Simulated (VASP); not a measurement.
# AgRh4 (P-43m) in VASP: a series of runs

Runs on AgRh4. Level: PBE. Tasks: single point, relaxation of cell and atoms.

Everything below comes from runs of VASP 6.6.1. Logs are shortened: lines on timing, memory, paths and dates and some standing lists are left out, and cuts for length are marked.

### 1 The cell of the first run

Symmetry: P-43m, No. 215, cubic system. Conventional cell: a = 4.508 Å, b = 4.508 Å, c = 4.508 Å, α = 90.00°, β = 90.00°, γ = 90.00°. Ag (site symmetry -43m) has 4 Rh at 1.90 Å within 2.5 Å. Rh (site symmetry 3m) has 1 Ag at 1.90 Å within 2.5 Å.

The cell was built from a structure type or drawn by symmetry, and may not be a known phase.

### 2 Single point, PBE

The input, INCAR:

```
SYSTEM = AgRh4
PREC = Accurate
ENCUT = 520
EDIFF = 1E-7
ISMEAR = 0
SIGMA = 0.1
LREAL = .FALSE.
LASPH = .TRUE.
NELM = 100
ALGO = Normal
ISIF = 2
LWAVE = .FALSE.
LCHARG = .FALSE.
GGA = PE
NBANDS = 44
```

The input, KPOINTS:

```
regular mesh
0
G
  4 4 4
  0 0 0
```

The input, POSCAR:

```
AgRh4
1.0
    4.5081444200      0.0000000000      0.0000000000
    0.0000000000      4.5081444200      0.0000000000
    0.0000000000      0.0000000000      4.5081444200
Ag Rh
1 4
Direct
    0.0000000000      0.0000000000      0.0000000000
    0.2437810800      0.7562189200      0.7562189200
    0.7562189200      0.2437810800      0.7562189200
    0.7562189200      0.7562189200      0.2437810800
    0.2437810800      0.2437810800      0.2437810800
```

Potentials or basis: VASP PAW PBE potentials, release 64 (Ag, Rh_pv).

On the command line:

```sh
$ cat potpaw_PBE.64/Ag/POTCAR potpaw_PBE.64/Rh_pv/POTCAR > POTCAR
$ mpirun -np 1 vasp_std > vasp.out
```

OUTCAR:

```text
SYSTEM = AgRh4
   PREC = Accurate
   ENCUT = 520
   EDIFF = 1E-7
   ISMEAR = 0
   LREAL = .FALSE.
   LASPH = .TRUE.
   NELM = 100
   ISIF = 2
   GGA = PE

 ion  position               nearest neighbor table
   1  0.000  0.000  0.000-   2 1.90   3 1.90   4 1.90   5 1.90
   2  0.244  0.756  0.756-   1 1.90   3 3.11   4 3.11   5 3.11   3 3.19   4 3.19   4 3.19   5 3.19
                             3 3.19   5 3.19   4 3.27   3 3.27   5 3.27
   3  0.756  0.244  0.756-   1 1.90   2 3.11   4 3.11   5 3.11   2 3.19   4 3.19   4 3.19   5 3.19
                             2 3.19   5 3.19   4 3.27   2 3.27   5 3.27
   4  0.756  0.756  0.244-   1 1.90   2 3.11   3 3.11   5 3.11   2 3.19   3 3.19   3 3.19   5 3.19
                             2 3.19   5 3.19   3 3.27   2 3.27   5 3.27
   5  0.244  0.244  0.244-   1 1.90   2 3.11   3 3.11   4 3.11   2 3.19   3 3.19   3 3.19   4 3.19
                             2 3.19   4 3.19   2 3.27   4 3.27   3 3.27

  LATTYP: Found a simple cubic cell.
 ALAT       =     4.5081444200

  Lattice vectors:

 A1 = (   4.5081444200,   0.0000000000,   0.0000000000)
 A2 = (   0.0000000000,   4.5081444200,   0.0000000000)
 A3 = (   0.0000000000,   0.0000000000,   4.5081444200)

Analysis of symmetry for initial positions (statically):
=====================================================================
 Subroutine PRICEL returns:
 Original cell was already a primitive cell.

 Routine SETGRP: Setting up the symmetry group for a
 simple cubic supercell.

 Subroutine GETGRP returns: Found 24 space group operations
 (whereof 24 operations were pure point group operations)
 out of a pool of 48 trial point group operations.

The static configuration has the point symmetry T_d .

Analysis of symmetry for dynamics (positions and initial velocities):
=====================================================================
 Subroutine PRICEL returns:
 Original cell was already a primitive cell.

 Routine SETGRP: Setting up the symmetry group for a
 simple cubic supercell.

 Subroutine GETGRP returns: Found 24 space group operations
 (whereof 24 operations were pure point group operations)
 out of a pool of 48 trial point group operations.

The dynamic configuration has the point symmetry T_d .

 Subroutine INISYM returns: Found 24 space group operations
 (whereof 24 operations are pure point group operations),
 and found     1 'primitive' translations

----------------------------------------------------------------------------------------

                                     Primitive cell

  volume of cell :      91.6207

  direct lattice vectors                    reciprocal lattice vectors
     4.508144420  0.000000000  0.000000000     0.221820755  0.000000000  0.000000000
     0.000000000  4.508144420  0.000000000     0.000000000  0.221820755  0.000000000
     0.000000000  0.000000000  4.508144420     0.000000000  0.000000000  0.221820755

  length of vectors
     4.508144420  4.508144420  4.508144420     0.221820755  0.221820755  0.221820755

  position of ions in fractional coordinates (direct lattice)
     0.000000000  0.000000000  0.000000000
     0.243781080  0.756218920  0.756218920
     0.756218920  0.243781080  0.756218920
     0.756218920  0.756218920  0.243781080
     0.243781080  0.243781080  0.243781080

  ion indices of the primitive-cell ions
   primitive index   ion index
                 1           1
                 2           2
                 3           3
                 4           4
                 5           5

----------------------------------------------------------------------------------------

 KPOINTS: regular mesh

Automatic generation of k-mesh.
 Grid dimensions read from file:
 generate k-points for:    4    4    4

 Generating k-lattice:

  Cartesian coordinates                     Fractional coordinates (reciprocal lattice)
     0.055455189  0.000000000  0.000000000     0.250000000  0.000000000  0.000000000
     0.000000000  0.055455189  0.000000000     0.000000000  0.250000000  0.000000000
     0.000000000  0.000000000  0.055455189     0.000000000  0.000000000  0.250000000

  Length of vectors
     0.055455189  0.055455189  0.055455189

  Shift w.r.t. Gamma in fractional coordinates (k-lattice)
     0.000000000  0.000000000  0.000000000

 Subroutine IBZKPT returns following result:
 ===========================================

 Found     10 irreducible k-points:

 Following reciprocal coordinates:
            Coordinates               Weight
  0.000000  0.000000  0.000000      1.000000
  0.250000  0.000000  0.000000      6.000000
  0.500000  0.000000  0.000000      3.000000
  0.250000  0.250000  0.000000     12.000000
  0.500000  0.250000  0.000000     12.000000
  0.500000  0.500000  0.000000      3.000000
  0.250000  0.250000  0.250000      8.000000
  0.500000  0.250000  0.250000     12.000000
  0.500000  0.500000  0.250000      6.000000
  0.500000  0.500000  0.500000      1.000000
   k-points           NKPTS =     10   k-points in BZ     NKDIM =     10   number of bands    NBANDS=     44
   number of dos      NEDOS =    301   number of ions     NIONS =      5
   total plane-waves  NPLWV =  46656
   dimension x,y,z NGX =    36 NGY =   36 NGZ =   36
   dimension x,y,z NGXF=    72 NGYF=   72 NGZF=   72
   ions per type =               1   4
   NGX,Y,Z   is equivalent  to a cutoff of  13.28, 13.28, 13.28 a.u.
   NGXF,Y,Z  is equivalent  to a cutoff of  26.55, 26.55, 26.55 a.u.
 SYSTEM =  AgRh4
   PREC   = accura    normal or accurate (medium, high low for compatibility)
   ISTART =      0    job   : 0-new  1-cont  2-samecut
   ICHARG =      2    charge: 1-file 2-atom 10-const
   ISPIN  =      1    spin polarized calculation?
   LNONCOLLINEAR =      F non collinear calculations
   LSORBIT =      F    spin-orbit coupling
   LASPH  =      T    aspherical Exc in radial PAW
   ENCUT  =  520.0 eV  38.22 Ry    6.18 a.u.   8.38  8.38  8.38*2*pi/ulx,y,z
   NELM   =    100;   NELMIN=  2; NELMDL= -5     # of ELM steps
   EDIFF  = 0.1E-06   stopping-criterion for ELM
   LREAL  =      F    real-space projection
   EDIFFG = 0.1E-05   stopping-criterion for IOM
   NSW    =      0    number of steps for IOM
   IBRION =     -1    ionic relax: 0-MD 1-quasi-New 2-CG
   NFREE  =      0    steps in history (QN), initial steepest desc. (CG)
   ISIF   =      2    stress and relaxation
   ISYM   =      2    0-nonsym 1-usesym 2-fastsym
   POTIM  = 0.5000    time-step for ionic-motion
   TEBEG  =    0.0;   TEEND  =   0.0 temperature during run
   PSTRESS=    0.0 pullay stress
   NELECT =      71.0000    total number of electrons
   NUPDOWN=      -1.0000    fix difference up-down
   EMIN   =  10.00;   EMAX   =-10.00  energy-range for DOS
   EFERMI =   0.00;   METHOD = LEGACY
   ISMEAR =     0;   SIGMA  =   0.10  broadening in eV -4-tet -1-fermi 0-gaus
   EFERMI_NEDOS =   21; number of points for ismear=-14 and -15
   IALGO  =     38    algorithm
   IMIX   =      4    mixing-type and parameters
     AMIX     =   0.40;   BMIX     =  1.00
     AMIX_MAG =   1.60;   BMIX_MAG =  1.00
  volume/ion in A,a.u.               =      18.32       123.66
  Fermi-wavevector in a.u.,A,eV,Ry     =   1.503707  2.841594 30.764592  2.261134
  Thomas-Fermi vector in A             =   2.614782
   LORBIT       =      0    0 simple, 1 ext, 2 COOP (PROOUT), +10 PAW based schemes
   GGA     = PE    functional components
   LHFCALC =     F    Hartree Fock is set to
   AEXX    =    0.0000 exact exchange contribution
   IVDW    =     0    specifies the selected vdW correction
   LEPSILON=     F    determine dielectric tensor
   LRPA    =     F    only Hartree local field effects (RPA)
 non-spin polarized calculation
 Gauss-broadening in eV      SIGMA  =   0.10
  energy-cutoff  :      520.00
  volume of cell :       91.62
 maximum number of plane-waves:      2517
 NGX is ok and might be reduce to    36
   NGX = 17   NGY = 17   NGZ = 17

 number of electron      71.0000039 magnetization

 Free energy of the ion-electron system (eV)
  ---------------------------------------------------
  ext. energy  EPLUGINS =         0.00000000
  ---------------------------------------------------
  free energy    TOTEN  =        -7.46536433 eV

  energy without entropy =       -7.40312810  energy(sigma->0) =       -7.43424621

 E-fermi :   7.6521     XC(G=0): -11.8741

 val. band max:        7.6400393587   @ k =   0.5000   0.5000   0.5000
 cond. band min:       7.6544700118   @ k =   0.5000   0.5000   0.2500
 fundamental gap:      0.0144306530
 Fermi energy:         7.6520849140

 k-point     1 :       0.0000    0.0000    0.0000
  band No.  band energies     occupation
      1     -39.3401      2.00000
      2     -39.2219      2.00000
      3     -39.2219      2.00000
      4     -39.2219      2.00000
      5     -38.2209      2.00000
      6     -38.2209      2.00000
[... 36 lines left out ...]
     43      13.8576      0.00000
     44      13.8576      0.00000

 k-point     2 :       0.2500    0.0000    0.0000
  band No.  band energies     occupation
      1     -39.3292      2.00000
      2     -39.2334      2.00000
      3     -39.2221      2.00000
      4     -39.2221      2.00000
      5     -38.2110      2.00000
      6     -38.2058      2.00000
[... 36 lines left out ...]
     43      13.8190      0.00000
     44      15.4386      0.00000

 k-point     3 :       0.5000    0.0000    0.0000
  band No.  band energies     occupation
      1     -39.3147      2.00000
      2     -39.2483      2.00000
      3     -39.2223      2.00000
      4     -39.2223      2.00000
      5     -38.1949      2.00000
      6     -38.1743      2.00000
[... 318 lines left out ...]
     43      13.4760      0.00000
     44      13.4760      0.00000

 k-point    10 :       0.5000    0.5000    0.5000
  band No.  band energies     occupation
      1     -39.3451      2.00000
      2     -39.2204      2.00000
      3     -39.2204      2.00000
      4     -39.2204      2.00000
      5     -38.2033      2.00000
      6     -38.2033      2.00000
[... 36 lines left out ...]
     43      12.1993      0.00000
     44      12.1993      0.00000

------------------------ aborting loop because EDIFF is reached ----------------------------------------

  FORCE on cell =-STRESS in cart. coord.  units (eV):
  Direction    XX          YY          ZZ          XY          YZ          ZX
  --------------------------------------------------------------------------------------
  -------------------------------------------------------------------------------------
  Total       40.4483019     40.4483019     40.4483019     -0.0000000      0.0000000      0.0000000
  in kB      707.3224058    707.3224058    707.3224058     -0.0000000      0.0000000      0.0000000
  external PRESSURE =     707.3224058 kB  Pullay stress =       0.0000000 kB

 VOLUME and BASIS-vectors are now :
 -----------------------------------------------------------------------------
  energy-cutoff  :      520.00
  volume of cell :       91.62
      direct lattice vectors                 reciprocal lattice vectors
     4.508144420  0.000000000  0.000000000     0.221820755  0.000000000  0.000000000
     0.000000000  4.508144420  0.000000000     0.000000000  0.221820755  0.000000000
     0.000000000  0.000000000  4.508144420     0.000000000  0.000000000  0.221820755

 POSITION                                       TOTAL-FORCE (eV/Angst)
 -----------------------------------------------------------------------------------
      0.00000      0.00000      0.00000        -0.000000      0.000000      0.000000
      1.09900      3.40914      3.40914        12.579187    -12.579187    -12.579187
      3.40914      1.09900      3.40914       -12.579187     12.579187    -12.579187
      3.40914      3.40914      1.09900       -12.579187    -12.579187     12.579187
      1.09900      1.09900      1.09900        12.579187     12.579187     12.579187
 -----------------------------------------------------------------------------------
    total drift:                               -0.000000     -0.000000      0.000000

  FREE ENERGIE OF THE ION-ELECTRON SYSTEM (eV)
  ---------------------------------------------------
  free  energy   TOTEN  =        -7.4653643294 eV

  energy  without entropy=       -7.4031280991  energy(sigma->0) =       -7.43424621
```

Wall time 70 s (1 thread of Intel Xeon 8259CL, shared host); peak memory 0.22 GiB.

What came out:

```
Free energy            : -7.4654 eV
Pressure               : 70.7 GPa
Largest force          : 21.788 eV/Å
Band gap on the k mesh : zero (an odd number of electrons rules out a gap without spin polarisation)
```

Forces in eV/Å, atoms in the order of the input:
```
Ag    0.000   0.000   0.000
Rh   12.579 -12.579 -12.579
Rh  -12.579  12.579 -12.579
Rh  -12.579 -12.579  12.579
Rh   12.579  12.579  12.579
```

Caveat: atoms lie so close that the PAW spheres overlap strongly, which falsifies energies and pressures; the cell stands under pressure; forces of over 1 eV/Å act on the atoms, so gaps and moduli don't describe the material at rest.

### 3 Single point, PBE

This run uses another cell than the first one, of 18.86 Å³/atom.

The input, INCAR:

```
SYSTEM = AgRh4
ALGO = Fast
EDIFF = 1E-6
ENCUT = 520
GGA = PE
ISIF = 2
ISMEAR = 0
LASPH = .True.
LCHARG = .False.
LREAL = .False.
LWAVE = .False.
NBANDS = 44
NELM = 100
PREC = Accurate
SIGMA = 0.1
```

The input, KPOINTS:

```
k-points
0
Gamma
  4 4 4
  0 0 0
```

The input, POSCAR:

```
AgRh4
1.0
    4.5516752645      0.0000000000      0.0000000000
    0.0000000000      4.5516752645      0.0000000000
    0.0000000000      0.0000000000      4.5516752645
Ag Rh
1 4
Direct
    0.0000000000      0.0000000000      0.0000000000
    0.3064274774      0.6935725226      0.6935725226
    0.6935725226      0.3064274774      0.6935725226
    0.6935725226      0.6935725226      0.3064274774
    0.3064274774      0.3064274774      0.3064274774
```

Potentials or basis: VASP PAW PBE potentials, release 64 (Ag, Rh_pv).

On the command line:

```sh
$ cat potpaw_PBE.64/Ag/POTCAR potpaw_PBE.64/Rh_pv/POTCAR > POTCAR
$ mpirun -np 1 vasp_std > vasp.out
```

Wall time 66 s (1 thread of Intel Xeon 8259CL, shared host); peak memory 0.21 GiB.

The run converged. Its results:

| Quantity | Value |
| --- | --- |
| Free energy | -25.2460 eV |
| Pressure | 0.0 GPa |
| Largest force | 0.012 eV/Å |
| Band gap on the k mesh | zero (an odd number of electrons rules out a gap without spin polarisation) |

Forces in eV/Å, atoms in the order of the input:
```
Ag   0.000  0.000  0.000
Rh  -0.007  0.007  0.007
Rh   0.007 -0.007  0.007
Rh   0.007  0.007 -0.007
Rh  -0.007 -0.007 -0.007
```

Levels at points of the mesh, in eV from the Fermi level:
```tsv
k point	band 34	band 35	band 36	band 37	band 38	band 39
(0.00, 0.00, 0.00)	-0.05	-0.05	0.26	0.26	0.26	1.39
(0.50, 0.00, 0.00)	-0.48	-0.48	-0.06	0.09	0.61	0.61
(0.50, 0.50, 0.00)	-0.45	-0.45	-0.27	0.76	0.84	1.17
(0.50, 0.50, 0.50)	0.07	0.07	0.29	0.29	0.29	1.65
```

[end of part 1 of 2]
